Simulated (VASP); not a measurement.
# Cd in VASP: further runs

The runs below take Cd through single point, relaxation of the atoms, with LDA.

All numbers are computed with VASP 6.6.1; they aren't measurements. Logs are shortened: lines on timing, memory, paths and dates and some standing lists are left out, and cuts for length are marked.

## 1. The cell of the first run

The cell holds a slab with vacuum, 2 atoms: a = 2.926 Å, b = 2.926 Å, c = 18.681 Å, α = 90.00°, β = 90.00°, γ = 120.00°.

## 2. Single point, LDA

INCAR reads:

```
SYSTEM = Cd
PREC = Accurate
ENCUT = 520
EDIFF = 1E-6
ISMEAR = -1
SIGMA = 0.08
LREAL = .False.
LASPH = .True.
NELM = 100
ALGO = Normal
ISIF = 2
LWAVE = .False.
LCHARG = .True.
LDIPOL = .True.
IDIPOL = 3
DIPOL = 0.5 0.5 0.500
GGA = CA
LELF = .True.
LVHAR = .True.
LVACPOTAV = .True.
NBANDS = 19
```

KPOINTS reads:

```
regular mesh
0
Gamma
  13 13 1
  0 0 0
```

POSCAR reads:

```
Cd
1.0
    2.9258525262      0.0000000000      0.0000000000
   -1.4629262631      2.5338626154      0.0000000000
    0.0000000000      0.0000000000     18.6812000000
Cd
2
Direct
    0.8333333333      0.1666666667      0.4288660676
    0.1666666667      0.8333333333      0.5711339324
```

Potentials or basis: VASP PAW LDA potentials, release 64 (Cd).

Command:

```
$ cat potpaw_LDA.64/Cd/POTCAR > POTCAR
$ mpirun -np 1 vasp_std > vasp.out
```

OUTCAR:

```text
SYSTEM = Cd
   PREC = Accurate
   ENCUT = 520
   EDIFF = 1E-6
   ISMEAR = -1
   LREAL = .False.
   LASPH = .True.
   NELM = 100
   ISIF = 2
   GGA = CA

 ion  position               nearest neighbor table
   1  0.833  0.167  0.429-   2 3.15   2 3.15   2 3.15
   2  0.167  0.833  0.571-   1 3.15   1 3.15   1 3.15

  LATTYP: Found a hexagonal cell.
 ALAT       =     2.9258525262
 C/A-ratio  =     6.3848740949

  Lattice vectors:

 A1 = (   2.9258525262,   0.0000000000,   0.0000000000)
 A2 = (  -1.4629262631,   2.5338626154,   0.0000000000)
 A3 = (   0.0000000000,   0.0000000000,  18.6812000000)

Analysis of symmetry for initial positions (statically):
=====================================================================
 Subroutine PRICEL returns:
 Original cell was already a primitive cell.

 Routine SETGRP: Setting up the symmetry group for a
 hexagonal supercell.

 Subroutine GETGRP returns: Found 12 space group operations
 (whereof  4 operations were pure point group operations)
 out of a pool of 24 trial point group operations.

The static configuration has the point symmetry C_2h.
 The point group associated with its full space group is D_3d.

Analysis of symmetry for dynamics (positions and initial velocities):
=====================================================================
 Subroutine PRICEL returns:
 Original cell was already a primitive cell.

 Routine SETGRP: Setting up the symmetry group for a
 hexagonal supercell.

 Subroutine GETGRP returns: Found 12 space group operations
 (whereof  4 operations were pure point group operations)
 out of a pool of 24 trial point group operations.

The dynamic configuration has the point symmetry C_2h.
 The point group associated with its full space group is D_3d.

 Subroutine INISYM returns: Found 12 space group operations
 (whereof  4 operations are pure point group operations),
 and found     1 'primitive' translations

----------------------------------------------------------------------------------------

                                     Primitive cell

  volume of cell :     138.4970

  direct lattice vectors                    reciprocal lattice vectors
     2.925852526  0.000000000  0.000000000     0.341780726  0.197327194  0.000000000
[... 81 lines left out ...]
   NELM   =    100;   NELMIN=  2; NELMDL= -5     # of ELM steps
   EDIFF  = 0.1E-05   stopping-criterion for ELM
   LREAL  =      F    real-space projection
   EDIFFG = 0.1E-04   stopping-criterion for IOM
   NSW    =      0    number of steps for IOM
   IBRION =     -1    ionic relax: 0-MD 1-quasi-New 2-CG
   NFREE  =      0    steps in history (QN), initial steepest desc. (CG)
   ISIF   =      2    stress and relaxation
   ISYM   =      2    0-nonsym 1-usesym 2-fastsym
   POTIM  = 0.5000    time-step for ionic-motion
   TEBEG  =    0.0;   TEEND  =   0.0 temperature during run
   PSTRESS=    0.0 pullay stress
   NELECT =      24.0000    total number of electrons
   NUPDOWN=      -1.0000    fix difference up-down
   EMIN   =  10.00;   EMAX   =-10.00  energy-range for DOS
   EFERMI =   0.00;   METHOD = LEGACY
   ISMEAR =    -1;   SIGMA  =   0.08  broadening in eV -4-tet -1-fermi 0-gaus
   EFERMI_NEDOS =   21; number of points for ismear=-14 and -15
   IALGO  =     38    algorithm
   IMIX   =      4    mixing-type and parameters
     AMIX     =   0.40;   BMIX     =  1.00
     AMIX_MAG =   1.60;   BMIX_MAG =  1.00
  volume/ion in A,a.u.               =      69.25       467.31
  Fermi-wavevector in a.u.,A,eV,Ry     =   0.912708  1.724768 11.334140  0.833036
  Thomas-Fermi vector in A             =   2.037135
   LORBIT       =      0    0 simple, 1 ext, 2 COOP (PROOUT), +10 PAW based schemes
   GGA     = CA    functional components
   LHFCALC =     F    Hartree Fock is set to
   AEXX    =    0.0000 exact exchange contribution
   IVDW    =     0    specifies the selected vdW correction
   LEPSILON=     F    determine dielectric tensor
   LRPA    =     F    only Hartree local field effects (RPA)
 non-spin polarized calculation
  energy-cutoff  :      520.00
  volume of cell :      138.50
 maximum number of plane-waves:      3813
 NGX is ok and might be reduce to    24
   NGX = 11   NGY = 11   NGZ = 69

 dipolmoment           0.000000      0.000000      0.000000 electrons x Angstroem

 number of electron      24.0000006 magnetization

 dipolmoment           0.000000      0.000000     -0.000000 electrons x Angstroem

 Free energy of the ion-electron system (eV)
  ---------------------------------------------------
  ext. energy  EPLUGINS =         0.00000000
  ---------------------------------------------------
  free energy    TOTEN  =        -2.61282558 eV

  energy without entropy =       -2.58913754  energy(sigma->0) =       -2.60098156

 E-fermi :  -2.1804     XC(G=0):  -4.2713

 val. band max:       -2.1812976832   @ k =   0.3846   0.1538   0.0000
 cond. band min:      -1.8627771021   @ k =   0.2308   0.0000   0.0000
 fundamental gap:      0.3185205811
 Fermi energy:        -2.1804114751

 k-point     1 :       0.0000    0.0000    0.0000
  band No.  band energies     occupation
      1     -12.0071      2.00000
      2     -11.8130      2.00000
      3     -11.3044      2.00000
      4     -11.3044      2.00000
      5     -11.2702      2.00000
      6     -11.2702      2.00000
[... 439 lines left out ...]
      6     -10.9936      2.00000
[... 11 lines left out ...]
     18       5.4436      0.00000
     19       6.8595      0.00000

------------------------ aborting loop because EDIFF is reached ----------------------------------------

  FORCE on cell =-STRESS in cart. coord.  units (eV):
  Direction    XX          YY          ZZ          XY          YZ          ZX
  --------------------------------------------------------------------------------------
  -------------------------------------------------------------------------------------
  Total       -1.0632002     -1.0632002      0.0733763      0.0000000      0.0000000      0.0000000
  in kB      -12.2994405    -12.2994405      0.8488410      0.0000000      0.0000000      0.0000000
  external PRESSURE =      -7.9166800 kB  Pullay stress =       0.0000000 kB

 VOLUME and BASIS-vectors are now :
 -----------------------------------------------------------------------------
  energy-cutoff  :      520.00
  volume of cell :      138.50
      direct lattice vectors                 reciprocal lattice vectors
     2.925852526  0.000000000  0.000000000     0.341780726  0.197327194  0.000000000
    -1.462926263  2.533862615  0.000000000     0.000000000  0.394654388  0.000000000
     0.000000000  0.000000000 18.681200000     0.000000000  0.000000000  0.053529752

 POSITION                                       TOTAL-FORCE (eV/Angst)
 -----------------------------------------------------------------------------------
      2.19439      0.42231      8.01173        -0.000000      0.000000     -0.028477
     -0.73146      2.11155     10.66947         0.000000      0.000000      0.028477
 -----------------------------------------------------------------------------------
    total drift:                               -0.000000     -0.000000     -0.000000

  FREE ENERGIE OF THE ION-ELECTRON SYSTEM (eV)
  ---------------------------------------------------
  free  energy   TOTEN  =        -2.6128255789 eV

  energy  without entropy=       -2.5891375417  energy(sigma->0) =       -2.60098156

 vacuum level on the upper side and lower side of the slab         2.188         2.188
```

OSZICAR:

```text
N       E                     dE             d eps       ncg     rms          rms(c)
DAV:   1     0.162634899132E+03    0.16263E+03   -0.10944E+04   806   0.104E+03
DAV:   2     0.210063197141E+01   -0.16053E+03   -0.15724E+03   848   0.290E+02
DAV:   3    -0.275262819136E+01   -0.48533E+01   -0.48393E+01   970   0.605E+01
DAV:   4    -0.276952052350E+01   -0.16892E-01   -0.16887E-01   870   0.355E+00
DAV:   5    -0.276973508822E+01   -0.21456E-03   -0.21456E-03   865   0.296E-01    0.445E+00
DAV:   6    -0.263141580285E+01    0.13832E+00   -0.34383E-01   869   0.649E+00    0.346E+00
DAV:   7    -0.261495494532E+01    0.16461E-01   -0.34700E-02   849   0.151E+00    0.157E+00
DAV:   8    -0.261275322558E+01    0.22017E-02   -0.46914E-03   852   0.822E-01    0.106E-01
DAV:   9    -0.261276988362E+01   -0.16658E-04   -0.77691E-05   874   0.834E-02    0.405E-02
DAV:  10    -0.261279635359E+01   -0.26470E-04   -0.27471E-05   816   0.505E-02    0.121E-02
DAV:  11    -0.261280101301E+01   -0.46594E-05   -0.12504E-06   707   0.844E-03    0.400E-03
DAV:  12    -0.261281050704E+01   -0.94940E-05   -0.99476E-07   679   0.388E-03    0.156E-03
DAV:  13    -0.261281771202E+01   -0.72050E-05   -0.65245E-07   669   0.274E-03    0.202E-03
DAV:  14    -0.261282420048E+01   -0.64885E-05   -0.11565E-06   674   0.301E-03    0.996E-04
DAV:  15    -0.261282521920E+01   -0.10187E-05   -0.10189E-07   694   0.112E-03    0.251E-04
DAV:  16    -0.261282557894E+01   -0.35975E-06   -0.27167E-08   672   0.391E-04
   1 F= -.26128256E+01 E0= -.26009816E+01  d E =-.236880E-01
```

stdout:

```text
POSCAR found type information on POSCAR Cd
 POSCAR found :  1 types and       2 ions
 scaLAPACK will be used
 LDA part: xc-table for (Slater(with rela. corr.)+CA(PZ))
 , standard interpolation
 POSCAR, INCAR and KPOINTS ok, starting setup
 FFT: planning ... GRIDC
 FFT: planning ... GRID_SOFT
 FFT: planning ... GRID
 WAVECAR not read
 entering main loop
 -----------------------------------------------------------------------------
|                                                                             |
|           W    W    AA    RRRRR   N    N  II  N    N   GGGG   !!!           |
|           W    W   A  A   R    R  NN   N  II  NN   N  G    G  !!!           |
|           W    W  A    A  R    R  N N  N  II  N N  N  G       !!!           |
|           W WW W  AAAAAA  RRRRR   N  N N  II  N  N N  G  GGG   !            |
|           WW  WW  A    A  R   R   N   NN  II  N   NN  G    G                |
|           W    W  A    A  R    R  N    N  II  N    N   GGGG   !!!           |
|                                                                             |
|     Did not find any points to average over, which means that no vacuum     |
|     field-free region was found. Please increase the size of  your cell     |
|     in the dimension of the dipole correction to obtain accurate            |
|     workfunction values.                                                    |
|                                                                             |
 -----------------------------------------------------------------------------
```

It took 82 s on 1 thread of AMD EPYC 7R43 (Zen 3), shared host; peak memory 0.19 GiB.

Results:

```
Free energy            : -2.6128 eV
Largest force          : 0.028 eV/Å
Band gap on the k mesh : zero (bands 12 and 13 overlap by 2.96 eV)
```

Forces on the atoms (eV/Å):
```
Cd   0.000  0.000 -0.028
Cd   0.000  0.000  0.028
```

Levels at points of the mesh, in eV from the Fermi level:
| k point | band 10 | band 11 | band 12 | band 13 | band 14 | band 15 |
| --- | --- | --- | --- | --- | --- | --- |
| (0.00, 0.00, 0.00) | -8.29 | -8.24 | -5.12 | -1.38 | 2.78 | 4.01 |

## 3. Relaxation of the atoms, LDA

INCAR reads:

```
SYSTEM = Cd
PREC = Accurate ; ENCUT = 520
EDIFF = 1E-6 ; ISMEAR = -1
SIGMA = 0.08 ; LREAL = .False.
LASPH = .True. ; NELM = 80
ALGO = Normal ; ISIF = 2
LWAVE = .False. ; LCHARG = .False.
LDIPOL = .True. ; IDIPOL = 3
DIPOL = 0.5 0.5 0.500 ; IBRION = 2
NSW = 60 ; EDIFFG = -0.01
```

KPOINTS reads:

```
Automatic mesh
0
Gamma
  13 13 1
  0 0 0
```

POSCAR reads:

```
Cd
1.0
    2.9258525262      0.0000000000      0.0000000000
   -1.4629262631      2.5338626154      0.0000000000
    0.0000000000      0.0000000000     18.6812000000
Cd
2
Direct
    0.8333333330      0.1666666670      0.4282369148
    0.1666666670      0.8333333330      0.5717630852
```

Potentials or basis: VASP PAW LDA potentials, release 64 (Cd).

Command:

```
$ cat potpaw_LDA.64/Cd/POTCAR > POTCAR
$ mpirun -np 1 vasp_std > vasp.out
```

Wall time 71 s (1 thread of AMD EPYC 7R43 (Zen 3), shared host); peak memory 0.19 GiB.

Results (log left out):

```yaml
Free_energy: -2.6132 eV
Band_gap_on_the_k_mesh: zero (bands 12 and 13 overlap by 3.00 eV)
```

Final structure:
```cif
data_structure
_symmetry_space_group_name_H-M 'P 1'
_symmetry_Int_Tables_number 1
_cell_length_a 2.9259
_cell_length_b 2.9259
_cell_length_c 18.6812
_cell_angle_alpha 90.000
_cell_angle_beta 90.000
_cell_angle_gamma 120.000
_cell_volume 138.50
loop_
_atom_site_label
_atom_site_type_symbol
_atom_site_fract_x
_atom_site_fract_y
_atom_site_fract_z
_atom_site_occupancy
Cd1 Cd 0.83333 0.16667 0.42824 1
Cd2 Cd 0.16667 0.83333 0.57176 1
```

Levels at points of the mesh, in eV from the Fermi level:
| k point | band 10 | band 11 | band 12 | band 13 | band 14 | band 15 |
| --- | --- | --- | --- | --- | --- | --- |
| (0.00, 0.00, 0.00) | -8.29 | -8.21 | -5.15 | -1.39 | 2.74 | 4.01 |

The gap in the log of VASP goes by the Fermi energy; the results here count the filled bands.